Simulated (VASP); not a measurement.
# LaAgS2 (R-3m) in VASP: a series of runs, part 2 of 2

VASP 6.6.1. Earlier steps stand in the parts before.

## Step 3: Single point, r2SCAN (strain +3.0%)

POSCAR reads:

```
LaAgS2
1.0
    2.1939368050      1.2666700049      6.1071201954
   -2.1939368050      1.2666700049      6.1071201954
    0.0000000000     -2.5333400099      6.1071201954
Ag La S
1 1 2
Direct
    1.0000000000      0.0000000000      0.0000000000
    0.5000000000      0.5000000000      0.5000000000
    0.2488838271      0.2488838271      0.2488838271
    0.7511161729      0.7511161729      0.7511161729
```

INCAR.step1 reads:

```
  ALGO = Normal
  EDIFF = 1E-4
  ENCUT = 520
  GGA = PE
  ISMEAR = 0
  LASPH = T
  LCHARG = F
  LREAL = F
  LWAVE = T
  NBANDS = 25
  NELM = 60
  PREC = Accurate
  SIGMA = 0.01
```

INCAR.step2 reads:

```
  ALGO = Normal
  EDIFF = 1E-6
  ENCUT = 520
  ISIF = 2
  ISMEAR = 0
  ISTART = 1
  LASPH = T
  LCHARG = F
  LMIXTAU = T
  LREAL = F
  LWAVE = F
  METAGGA = R2SCAN
  NBANDS = 25
  NELM = 60
  PREC = Accurate
  SIGMA = 0.01
```

KPOINTS reads:

```
k-points
0
Gamma
  8 8 8
```

Potentials or basis: VASP PAW PBE potentials, release 64 (Ag, La, S).

Started as:

```sh
$ cat potpaw_PBE.64/Ag/POTCAR potpaw_PBE.64/La/POTCAR potpaw_PBE.64/S/POTCAR > POTCAR
$ cp INCAR.step1 INCAR
$ mpirun -np 1 vasp_std > vasp.out
$ cp INCAR.step2 INCAR
$ mpirun -np 1 vasp_std > vasp.out
```

OUTCAR:

```text
EDIFF = 1E-6
   ENCUT = 520
   ISIF = 2
   ISMEAR = 0
   ISTART = 1
   LASPH = T
   LREAL = F
   METAGGA = R2SCAN
   NELM = 60
   PREC = Accurate

 ion  position               nearest neighbor table
   1  0.000  0.000  0.000-   4 2.97   3 2.97   4 2.97   4 2.97   3 2.97   3 2.97
   2  0.500  0.500  0.500-   3 2.95   4 2.95   3 2.95   3 2.95   4 2.95   4 2.95
   3  0.249  0.249  0.249-   2 2.95   2 2.95   2 2.95   1 2.97   1 2.97   1 2.97
   4  0.751  0.751  0.751-   2 2.95   2 2.95   2 2.95   1 2.97   1 2.97   1 2.97

  LATTYP: Found a trigonal (rhomboedric) cell.
 ALAT       =     6.6117114794
 COS(alpha) =     0.7797832059

  Lattice vectors:

 A1 = (   2.1939368050,   1.2666700049,   6.1071201954)
 A2 = (  -2.1939368050,   1.2666700049,   6.1071201954)
 A3 = (   0.0000000000,  -2.5333400099,   6.1071201954)

Analysis of symmetry for initial positions (statically):
=====================================================================
 Subroutine PRICEL returns:
 Original cell was already a primitive cell.

 Routine SETGRP: Setting up the symmetry group for a
 trigonal (rhombohedral) supercell.

 Subroutine GETGRP returns: Found 12 space group operations
 (whereof 12 operations were pure point group operations)
 out of a pool of 12 trial point group operations.

The static configuration has the point symmetry D_3d.

Analysis of symmetry for dynamics (positions and initial velocities):
=====================================================================
 Subroutine PRICEL returns:
 Original cell was already a primitive cell.

 Routine SETGRP: Setting up the symmetry group for a
 trigonal (rhombohedral) supercell.

 Subroutine GETGRP returns: Found 12 space group operations
 (whereof 12 operations were pure point group operations)
 out of a pool of 12 trial point group operations.

The dynamic configuration has the point symmetry D_3d.

 Subroutine INISYM returns: Found 12 space group operations
 (whereof 12 operations are pure point group operations),
 and found     1 'primitive' translations

----------------------------------------------------------------------------------------

                                     Primitive cell

  volume of cell :     101.8299

  direct lattice vectors                    reciprocal lattice vectors
     2.193936805  1.266670005  6.107120195     0.227900821  0.131578601  0.054581099
    -2.193936805  1.266670005  6.107120195    -0.227900821  0.131578601  0.054581099
     0.000000000 -2.533340010  6.107120195     0.000000000 -0.263157201  0.054581099

  length of vectors
     6.611711479  6.611711479  6.611711479     0.268757900  0.268757900  0.268757900

  position of ions in fractional coordinates (direct lattice)
     0.000000000  0.000000000  0.000000000
     0.500000000  0.500000000  0.500000000
     0.248883827  0.248883827  0.248883827
     0.751116173  0.751116173  0.751116173

  ion indices of the primitive-cell ions
   primitive index   ion index
                 1           1
                 2           2
                 3           3
                 4           4

[... 21 lines left out ...]
 Subroutine IBZKPT returns following result:
 ===========================================

 Found     65 irreducible k-points:

 Following reciprocal coordinates:
            Coordinates               Weight
  0.000000  0.000000  0.000000      1.000000
  0.125000  0.000000  0.000000      6.000000
  0.250000  0.000000  0.000000      6.000000
  0.375000  0.000000  0.000000      6.000000
  0.500000  0.000000  0.000000      3.000000
  0.125000  0.125000  0.000000      6.000000
[... 16 lines left out ...]
  0.250000  0.125000  0.125000      6.000000
  0.375000  0.125000  0.125000      6.000000
 [... further k-points ...]
   k-points           NKPTS =     65   k-points in BZ     NKDIM =     65   number of bands    NBANDS=     25
   number of dos      NEDOS =    301   number of ions     NIONS =      4
   total plane-waves  NPLWV = 125000
   dimension x,y,z NGX =    50 NGY =   50 NGZ =   50
   dimension x,y,z NGXF=   100 NGYF=  100 NGZF=  100
   ions per type =               1   1   2
   NGX,Y,Z   is equivalent  to a cutoff of  12.57, 12.57, 12.57 a.u.
   NGXF,Y,Z  is equivalent  to a cutoff of  25.14, 25.14, 25.14 a.u.
 SYSTEM =  unknown system
   PREC   = accura    normal or accurate (medium, high low for compatibility)
   ISTART =      1    job   : 0-new  1-cont  2-samecut
   ICHARG =      0    charge: 1-file 2-atom 10-const
   ISPIN  =      1    spin polarized calculation?
   LNONCOLLINEAR =      F non collinear calculations
   LSORBIT =      F    spin-orbit coupling
   LASPH  =      T    aspherical Exc in radial PAW
   ENCUT  =  520.0 eV  38.22 Ry    6.18 a.u.  12.29 12.29 12.29*2*pi/ulx,y,z
   NELM   =     60;   NELMIN=  2; NELMDL=  0     # of ELM steps
   EDIFF  = 0.1E-05   stopping-criterion for ELM
   LREAL  =      F    real-space projection
   EDIFFG = 0.1E-04   stopping-criterion for IOM
   NSW    =      0    number of steps for IOM
   IBRION =     -1    ionic relax: 0-MD 1-quasi-New 2-CG
   NFREE  =      0    steps in history (QN), initial steepest desc. (CG)
   ISIF   =      2    stress and relaxation
   ISYM   =      2    0-nonsym 1-usesym 2-fastsym
   POTIM  = 0.5000    time-step for ionic-motion
   TEBEG  =    0.0;   TEEND  =   0.0 temperature during run
   PSTRESS=    0.0 pullay stress
   NELECT =      34.0000    total number of electrons
   NUPDOWN=      -1.0000    fix difference up-down
   EMIN   =  10.00;   EMAX   =-10.00  energy-range for DOS
   EFERMI =   0.00;   METHOD = LEGACY
   ISMEAR =     0;   SIGMA  =   0.01  broadening in eV -4-tet -1-fermi 0-gaus
   EFERMI_NEDOS =   21; number of points for ismear=-14 and -15
   IALGO  =     38    algorithm
   IMIX   =      4    mixing-type and parameters
     AMIX     =   0.40;   BMIX     =  1.00
     AMIX_MAG =   1.60;   BMIX_MAG =  1.00
  volume/ion in A,a.u.               =      25.46       171.80
  Fermi-wavevector in a.u.,A,eV,Ry     =   1.135732  2.146223 17.549994  1.289888
  Thomas-Fermi vector in A             =   2.272437
   LORBIT       =      0    0 simple, 1 ext, 2 COOP (PROOUT), +10 PAW based schemes
   METAGGA = R2SCAN    functional components
   LHFCALC =     F    Hartree Fock is set to
   AEXX    =    0.0000 exact exchange contribution
   IVDW    =     0    specifies the selected vdW correction
   LEPSILON=     F    determine dielectric tensor
   LRPA    =     F    only Hartree local field effects (RPA)
 non-spin polarized calculation
 Gauss-broadening in eV      SIGMA  =   0.01
  energy-cutoff  :      520.00
  volume of cell :      101.83
 maximum number of plane-waves:      2756
 NGX is ok and might be reduce to    50
   NGX = 25   NGY = 25   NGZ = 25

 number of electron      34.0000002 magnetization

 Free energy of the ion-electron system (eV)
  ---------------------------------------------------
  ext. energy  EPLUGINS =         0.00000000
  ---------------------------------------------------
  free energy    TOTEN  =       -73.20935718 eV

  energy without entropy =      -73.20935718  energy(sigma->0) =      -73.20935718

 E-fermi :   4.6864     XC(G=0): -10.0975

 val. band max:        4.5875433850   @ k =   0.2500   0.2500   0.0000
 cond. band min:       7.1624585893   @ k =   0.0000   0.0000   0.0000
 fundamental gap:      2.5749152043
 Fermi energy:         4.6864380048

 k-point     1 :       0.0000    0.0000    0.0000
  band No.  band energies     occupation
      1     -28.2573      2.00000
      2     -11.7918      2.00000
      3     -11.3949      2.00000
      4     -11.3949      2.00000
      5      -7.4861      2.00000
      6      -6.4131      2.00000
[... 661 lines left out ...]
     24       8.3293      0.00000
     25       8.3951      0.00000

 [... further k-points ...]

------------------------ aborting loop because EDIFF is reached ----------------------------------------

  FORCE on cell =-STRESS in cart. coord.  units (eV):
  Direction    XX          YY          ZZ          XY          YZ          ZX
  --------------------------------------------------------------------------------------
  -------------------------------------------------------------------------------------
  Total       -3.4799448     -3.4799448     -2.3051170      0.0000000      0.0000000      0.0000000
  in kB      -54.7529617    -54.7529617    -36.2683860      0.0000000      0.0000000      0.0000000
  external PRESSURE =     -48.5914364 kB  Pullay stress =       0.0000000 kB

 VOLUME and BASIS-vectors are now :
 -----------------------------------------------------------------------------
  energy-cutoff  :      520.00
  volume of cell :      101.83
      direct lattice vectors                 reciprocal lattice vectors
     2.193936805  1.266670005  6.107120195     0.227900821  0.131578601  0.054581099
    -2.193936805  1.266670005  6.107120195    -0.227900821  0.131578601  0.054581099
     0.000000000 -2.533340010  6.107120195     0.000000000 -0.263157201  0.054581099

 POSITION                                       TOTAL-FORCE (eV/Angst)
 -----------------------------------------------------------------------------------
      0.00000      0.00000      0.00000         0.000000      0.000000      0.000000
      0.00000     -0.00000      9.16068        -0.000000      0.000000      0.000000
      0.00000     -0.00000      4.55989         0.000000      0.000000     -0.005946
      0.00000     -0.00000     13.76147         0.000000     -0.000000      0.005946
 -----------------------------------------------------------------------------------
    total drift:                                0.000000     -0.000000     -0.000000

  FREE ENERGIE OF THE ION-ELECTRON SYSTEM (eV)
  ---------------------------------------------------
  free  energy   TOTEN  =       -73.2093571804 eV

  energy  without entropy=      -73.2093571804  energy(sigma->0) =      -73.20935718
```

Wall time 13 min (1 thread of AMD EPYC 9R45 (Zen 5), shared host); peak memory 0.5 GiB.

Results:

```yaml
Free_energy: -73.2094 eV
Pressure: -4.9 GPa
Largest_force: 0.006 eV/Å
Band_gap_on_the_k_mesh: 2.58 eV (least direct gap 2.76 eV)
```

Forces on the atoms (eV/Å):
```
Ag   0.000  0.000  0.000
La   0.000  0.000  0.000
S    0.000  0.000 -0.006
S    0.000  0.000  0.006
```

Levels at points of the mesh, in eV from the valence-band top:
```tsv
k point	band 15	band 16	band 17	band 18	band 19	band 20
(0.00, 0.00, 0.00)	-0.93	-0.93	-0.48	2.57	3.31	3.50
(0.50, 0.00, 0.00)	-1.95	-0.35	-0.25	3.07	3.19	3.44
(0.50, 0.50, 0.00)	-1.01	-0.92	-0.44	2.79	3.31	3.41
(0.50, 0.50, 0.50)	-1.94	-0.16	-0.16	3.29	3.30	3.30
```

Caveat: the cell differs from its parent crystal (strain +3.0%); the cell stands under tension; the PAW data sets were made with another functional, which shifts forces and pressure a little; spin-orbit coupling is left out, which moves the levels of the heavy elements. A k mesh can miss the band edges.
